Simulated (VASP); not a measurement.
# Si16B (a cell with a defect) in VASP: relaxation of the atoms with PBEsol

Aim: the relaxation of the atoms of Si16B (a cell with a defect) with PBEsol.

All numbers are computed with VASP 6.6.1; they aren't measurements. Logs are shortened: lines on timing, memory, paths and dates and some standing lists are left out, and cuts for length are marked.

## 1. The cell of the first run

The cell holds a defect, 17 atoms: a = 7.679 Å, b = 7.679 Å, c = 7.679 Å, α = 60.00°, β = 60.00°, γ = 60.00°.

## 2. Relaxation of the atoms, PBEsol, collinear spin

File INCAR:

```
SYSTEM = Si16B
  PREC = Accurate
  ENCUT = 520
  EDIFF = 1E-7
  ISMEAR = 0
  SIGMA = 0.02
  LREAL = Auto
  LASPH = .True.
  NELM = 150
  ALGO = Normal
  ISIF = 2
  LWAVE = .False.
  LCHARG = .False.
  ISPIN = 2
  MAGMOM = 0 0 0 0 0 0 0 0 0 0 0 0 0 0 0 0 1
  LORBIT = 11
  GGA = PS
  IBRION = 2
  NSW = 80
  EDIFFG = -0.03
  KPAR = 2
```

File KPOINTS:

```
regular mesh
0
Gamma
  2 2 2
  0 0 0
```

File POSCAR:

```
Si16B
1.0
    0.0000000000      5.4300000000      5.4300000000
    5.4300000000      0.0000000000      5.4300000000
    5.4300000000      5.4300000000      0.0000000000
Si B
16 1
Direct
    0.0000000000      0.0000000000      0.0000000000
    0.1250000000      0.1250000000      0.1250000000
    0.0000000000      0.0000000000      0.5000000000
    0.1250000000      0.1250000000      0.6250000000
    0.0000000000      0.5000000000      0.0000000000
    0.1250000000      0.6250000000      0.1250000000
    0.0000000000      0.5000000000      0.5000000000
    0.1250000000      0.6250000000      0.6250000000
    0.5000000000      0.0000000000      0.0000000000
    0.6250000000      0.1250000000      0.1250000000
    0.5000000000      0.0000000000      0.5000000000
    0.6250000000      0.1250000000      0.6250000000
    0.5000000000      0.5000000000      0.0000000000
    0.6250000000      0.6250000000      0.1250000000
    0.5000000000      0.5000000000      0.5000000000
    0.6250000000      0.6250000000      0.6250000000
    0.8780901000      0.8738293000      0.3844230000
```

Potentials or basis: VASP PAW PBE potentials, release 64 (Si, B).

Run with:

```sh
cat potpaw_PBE.64/Si/POTCAR potpaw_PBE.64/B/POTCAR > POTCAR
mpirun -np 4 vasp_std > vasp.out
```

OUTCAR:

```text
SYSTEM = Si16B
   PREC = Accurate
   ENCUT = 520
   EDIFF = 1E-7
   ISMEAR = 0
   LREAL = Auto
   LASPH = .True.
   NELM = 150
   ISIF = 2
   ISPIN = 2
   LORBIT = 11
   GGA = PS
   IBRION = 2
   NSW = 80
   EDIFFG = -0.03

 ion  position               nearest neighbor table
   1  0.000  0.000  0.000-   2 2.35   4 2.35   6 2.35  10 2.35  17 2.41
   2  0.125  0.125  0.125-   1 2.35   3 2.35   5 2.35   9 2.35
   3  0.000  0.000  0.500-  17 2.28   4 2.35   8 2.35  12 2.35   2 2.35
   4  0.125  0.125  0.625-   1 2.35   3 2.35   7 2.35  11 2.35
   5  0.000  0.500  0.000-   2 2.35   6 2.35   8 2.35  14 2.35
   6  0.125  0.625  0.125-   1 2.35   5 2.35   7 2.35  13 2.35
   7  0.000  0.500  0.500-  17 2.35   6 2.35   8 2.35  16 2.35   4 2.35
   8  0.125  0.625  0.625-   3 2.35   5 2.35   7 2.35  15 2.35  17 2.65
   9  0.500  0.000  0.000-   2 2.35  10 2.35  12 2.35  14 2.35
  10  0.625  0.125  0.125-   1 2.35   9 2.35  11 2.35  13 2.35
  11  0.500  0.000  0.500-   4 2.35  10 2.35  12 2.35  16 2.35  17 2.37
  12  0.625  0.125  0.625-   3 2.35   9 2.35  11 2.35  15 2.35
  13  0.500  0.500  0.000-   6 2.35  10 2.35  14 2.35  16 2.35
  14  0.625  0.625  0.125-   5 2.35   9 2.35  13 2.35  15 2.35
  15  0.500  0.500  0.500-   8 2.35  12 2.35  14 2.35  16 2.35
  16  0.625  0.625  0.625-   7 2.35  11 2.35  13 2.35  15 2.35
  17  0.878  0.874  0.384-   3 2.28   7 2.35  11 2.37   1 2.41   8 2.65

  LATTYP: Found a face centered cubic cell.
 ALAT       =    10.8600000000

  Lattice vectors:

 A1 = (   0.0000000000,   5.4300000000,   5.4300000000)
 A2 = (   5.4300000000,   0.0000000000,   5.4300000000)
 A3 = (   5.4300000000,   5.4300000000,   0.0000000000)

Analysis of symmetry for initial positions (statically):
=====================================================================
 Subroutine PRICEL returns:
 Original cell was already a primitive cell.

 Routine SETGRP: Setting up the symmetry group for a
 face centered cubic supercell.

 Subroutine GETGRP returns: Found  1 space group operations
 (whereof  1 operations were pure point group operations)
 out of a pool of 48 trial point group operations.

The static configuration has the point symmetry C_1 .

Analysis of symmetry for dynamics (positions and initial velocities):
=====================================================================
 Subroutine PRICEL returns:
 Original cell was already a primitive cell.

 Routine SETGRP: Setting up the symmetry group for a
 face centered cubic supercell.

 Subroutine GETGRP returns: Found  1 space group operations
 (whereof  1 operations were pure point group operations)
 out of a pool of 48 trial point group operations.

The dynamic configuration has the point symmetry C_1 .

Analysis of structural, dynamic, and magnetic symmetry:
=====================================================================
 Subroutine PRICEL returns:
 Original cell was already a primitive cell.

 Routine SETGRP: Setting up the symmetry group for a
 face centered cubic supercell.

 Subroutine GETGRP returns: Found  1 space group operations
 (whereof  1 operations were pure point group operations)
 out of a pool of 48 trial point group operations.

The overall configuration has the point symmetry C_1 .

 Subroutine INISYM returns: Found  1 space group operations
 (whereof  1 operations are pure point group operations),
 and found     1 'primitive' translations

----------------------------------------------------------------------------------------

                                     Primitive cell

  volume of cell :     320.2060

  direct lattice vectors                    reciprocal lattice vectors
     0.000000000  5.430000000  5.430000000    -0.092081031  0.092081031  0.092081031
     5.430000000  0.000000000  5.430000000     0.092081031 -0.092081031  0.092081031
     5.430000000  5.430000000  0.000000000     0.092081031  0.092081031 -0.092081031

  length of vectors
     7.679179644  7.679179644  7.679179644     0.159489025  0.159489025  0.159489025

  position of ions in fractional coordinates (direct lattice)
     0.000000000  0.000000000  0.000000000
     0.125000000  0.125000000  0.125000000
     0.000000000  0.000000000  0.500000000
     0.125000000  0.125000000  0.625000000
     0.000000000  0.500000000  0.000000000
     0.125000000  0.625000000  0.125000000
[... 9 lines left out ...]
     0.625000000  0.625000000  0.625000000
     0.878090100  0.873829300  0.384423000

  ion indices of the primitive-cell ions
[... 41 lines left out ...]
 ===========================================

 Found      8 irreducible k-points:

 Following reciprocal coordinates:
            Coordinates               Weight
  0.000000  0.000000  0.000000      1.000000
  0.500000  0.000000  0.000000      1.000000
  0.000000  0.500000  0.000000      1.000000
  0.000000  0.000000  0.500000      1.000000
  0.500000  0.500000  0.500000      1.000000
  0.500000  0.500000  0.000000      1.000000
  0.000000  0.500000  0.500000      1.000000
  0.500000  0.000000  0.500000      1.000000
   k-points           NKPTS =      8   k-points in BZ     NKDIM =      8   number of bands    NBANDS=     44
   number of dos      NEDOS =    301   number of ions     NIONS =     17
   total plane-waves  NPLWV = 216000
   dimension x,y,z NGX =    60 NGY =   60 NGZ =   60
   dimension x,y,z NGXF=   120 NGYF=  120 NGZF=  120
   ions per type =              16   1
   NGX,Y,Z   is equivalent  to a cutoff of  12.99, 12.99, 12.99 a.u.
   NGXF,Y,Z  is equivalent  to a cutoff of  25.98, 25.98, 25.98 a.u.
 SYSTEM =  Si16B
   PREC   = accura    normal or accurate (medium, high low for compatibility)
   ISTART =      0    job   : 0-new  1-cont  2-samecut
   ICHARG =      2    charge: 1-file 2-atom 10-const
   ISPIN  =      2    spin polarized calculation?
   LNONCOLLINEAR =      F non collinear calculations
   LSORBIT =      F    spin-orbit coupling
   LASPH  =      T    aspherical Exc in radial PAW
   ENCUT  =  520.0 eV  38.22 Ry    6.18 a.u.  14.28 14.28 14.28*2*pi/ulx,y,z
   NELM   =    150;   NELMIN=  2; NELMDL= -5     # of ELM steps
   EDIFF  = 0.1E-06   stopping-criterion for ELM
   LREAL  =      T    real-space projection
   EDIFFG = -.3E-01   stopping-criterion for IOM
   NSW    =     80    number of steps for IOM
   IBRION =      2    ionic relax: 0-MD 1-quasi-New 2-CG
   NFREE  =      1    steps in history (QN), initial steepest desc. (CG)
   ISIF   =      2    stress and relaxation
   ISYM   =      2    0-nonsym 1-usesym 2-fastsym
   POTIM  = 0.5000    time-step for ionic-motion
   TEBEG  =    0.0;   TEEND  =   0.0 temperature during run
   PSTRESS=    0.0 pullay stress
   NELECT =      67.0000    total number of electrons
   NUPDOWN=      -1.0000    fix difference up-down
   EMIN   =  10.00;   EMAX   =-10.00  energy-range for DOS
   EFERMI =   0.00;   METHOD = LEGACY
   ISMEAR =     0;   SIGMA  =   0.02  broadening in eV -4-tet -1-fermi 0-gaus
   EFERMI_NEDOS =   21; number of points for ismear=-14 and -15
   IALGO  =     38    algorithm
   IMIX   =      4    mixing-type and parameters
     AMIX     =   0.40;   BMIX     =  1.00
     AMIX_MAG =   1.60;   BMIX_MAG =  1.00
  volume/ion in A,a.u.               =      18.84       127.11
  Fermi-wavevector in a.u.,A,eV,Ry     =   0.971904  1.836632 12.852022  0.944597
  Thomas-Fermi vector in A             =   2.102159
   LORBIT       =     11    0 simple, 1 ext, 2 COOP (PROOUT), +10 PAW based schemes
   GGA     = PS    functional components
   LHFCALC =     F    Hartree Fock is set to
   AEXX    =    0.0000 exact exchange contribution
   IVDW    =     0    specifies the selected vdW correction
   LEPSILON=     F    determine dielectric tensor
   LRPA    =     F    only Hartree local field effects (RPA)
 conjugate gradient relaxation of ions
 spin polarized calculation
 Gauss-broadening in eV      SIGMA  =   0.02
  energy-cutoff  :      520.00
  volume of cell :      320.21
 maximum number of plane-waves:      8646
 NGX is ok and might be reduce to    60
   NGX = 29   NGY = 29   NGZ = 29

--------------------------------------- Ionic step        1  -------------------------------------------

 number of electron      67.0000003 magnetization       0.0663940

 Free energy of the ion-electron system (eV)
  ---------------------------------------------------
  ext. energy  EPLUGINS =         0.00000000
  ---------------------------------------------------
  free energy    TOTEN  =       -94.20575824 eV

  energy without entropy =      -94.20420337  energy(sigma->0) =      -94.20498081

------------------------ aborting loop because EDIFF is reached ----------------------------------------

  FORCE on cell =-STRESS in cart. coord.  units (eV):
  Direction    XX          YY          ZZ          XY          YZ          ZX
  --------------------------------------------------------------------------------------
  -------------------------------------------------------------------------------------
  Total        2.1392703      2.1666020      2.1123472      0.1293810      0.0291884      0.0768518
  in kB       10.7040162     10.8407729     10.5693042      0.6473686      0.1460466      0.3845341
  external PRESSURE =      10.7046978 kB  Pullay stress =       0.0000000 kB
[... 305 lines left out ...]
 number of electron      67.0000001 magnetization      -0.0000000

 number of electron      67.0000001 magnetization       0.0000000

 Free energy of the ion-electron system (eV)
  ---------------------------------------------------
  ext. energy  EPLUGINS =         0.00000000
  ---------------------------------------------------
  free energy    TOTEN  =       -94.28965845 eV

  energy without entropy =      -94.28965845  energy(sigma->0) =      -94.28965845

 E-fermi :   6.2496     XC(G=0):  -9.7076

 val. band max:        6.1539641438   @ k =   0.0000   0.0000   0.5000
 cond. band min:       6.3452644009   @ k =   0.0000   0.0000   0.0000
 fundamental gap:      0.1913002571
 Fermi energy:         6.2496044107

 spin component 1

 k-point     1 :       0.0000    0.0000    0.0000
  band No.  band energies     occupation
      1      -6.3467      1.00000
      2      -3.9415      1.00000
      3      -3.8805      1.00000
      4      -3.8694      1.00000
      5      -3.8369      1.00000
      6      -2.4996      1.00000
[... 365 lines left out ...]
     43       9.5769      0.00000
     44       9.9307      0.00000
 Fermi energy:         6.2496044107

 spin component 2

 k-point     1 :       0.0000    0.0000    0.0000
  band No.  band energies     occupation
      1      -6.3467      1.00000
      2      -3.9415      1.00000
      3      -3.8805      1.00000
      4      -3.8694      1.00000
      5      -3.8369      1.00000
      6      -2.4996      1.00000
[... 409 lines left out ...]
  FREE ENERGIE OF THE ION-ELECTRON SYSTEM (eV)
  ---------------------------------------------------
  free  energy   TOTEN  =       -94.2896584544 eV

  energy  without entropy=      -94.2896584544  energy(sigma->0) =      -94.28965845

 reached required accuracy - stopping structural energy minimisation

 total charge

# of ion       s       p       d       tot
------------------------------------------
    1        0.740   0.942   0.000   1.682
    2        0.758   0.929   0.000   1.687
    3        0.740   0.943   0.000   1.683
    4        0.783   0.885   0.000   1.668
    5        0.743   0.952   0.000   1.695
    6        0.757   0.933   0.000   1.690
[... 9 lines left out ...]
   16        0.758   0.930   0.000   1.688
   17        0.816   0.762   0.000   1.578
--------------------------------------------------
tot         12.816  15.759   0.000  28.576

 magnetization (x)

# of ion       s       p       d       tot
------------------------------------------
    1        0.000   0.000   0.000   0.000
    2        0.000   0.000   0.000   0.000
    3       -0.000   0.000   0.000  -0.000
    4        0.000  -0.000   0.000  -0.000
    5       -0.000  -0.000   0.000  -0.000
    6        0.000   0.000   0.000   0.000
[... 9 lines left out ...]
   16        0.000   0.000   0.000   0.000
   17        0.000   0.000   0.000   0.000
--------------------------------------------------
tot          0.000   0.000   0.000   0.000
```

It took 8.6 min on 4 MPI ranks of Intel Xeon Platinum 8488C (Sapphire Rapids), shared host; peak memory 0.46 GiB.

Results:

| Quantity | Value |
| --- | --- |
| Free energy | -94.2897 eV |
| Energy gained by relaxing | 4.9 meV/atom |
| Ionic steps | 7 |
| Pressure after relaxing | 1.4 GPa |
| Largest force after relaxing | 0.027 eV/Å |
| Net moment | 0.00 μB per cell |
| Valence electrons inside the program's atomic spheres | Si 1.68, 1.69, 1.67, 1.70 (each value once); B 1.58 |

Forces on the atoms (eV/Å):
```
Si   0.010  0.011 -0.011
Si   0.011  0.010  0.001
Si   0.012  0.012  0.007
Si   0.013  0.018  0.006
Si  -0.009 -0.004 -0.004
Si  -0.001  0.001 -0.003
Si   0.003  0.002 -0.003
Si   0.004 -0.014  0.012
Si  -0.003 -0.010 -0.005
Si   0.000  0.000  0.000
Si  -0.002  0.008  0.000
Si  -0.009  0.005  0.015
Si  -0.002 -0.004 -0.004
Si  -0.001 -0.004  0.005
Si  -0.004 -0.007 -0.010
Si  -0.007 -0.003  0.006
B   -0.015 -0.021 -0.011
```

Step by step:
```tsv
step	energy change (eV)	largest force (eV/Å)	pressure (GPa)
1	0.0000	0.6487	1.07
2	-0.0627	0.2900	1.22
3	-0.0778	0.1409	1.35
4	-0.0781	0.1404	1.36
5	-0.0831	0.0460	1.36
6	-0.0835	0.0337	1.35
7	-0.0839	0.0275	1.35
```

Final structure:
```
Si B
1.0
     0.00000    5.43000    5.43000
     5.43000    0.00000    5.43000
     5.43000    5.43000    0.00000
Si B
16 1
Direct
  0.99663 0.99674 0.00955
  0.12730 0.12726 0.12194
  0.99768 0.99801 0.49715
  0.12563 0.12495 0.62632
  0.00117 0.49963 0.99998
  0.12729 0.62324 0.12225
  0.99693 0.50883 0.49655
  0.12716 0.62249 0.62733
  0.49968 0.00133 0.99993
  0.62313 0.12722 0.12246
  0.50932 0.99691 0.49641
  0.62227 0.12719 0.62740
  0.49939 0.49918 0.99971
  0.62486 0.62505 0.12454
  0.49988 0.49977 0.50092
  0.62250 0.62282 0.62746
  0.87729 0.87320 0.38453
```

Caveat: the k points lie up to 0.50 Å⁻¹ apart; the PAW data sets were made with another functional, which shifts forces and pressure a little.
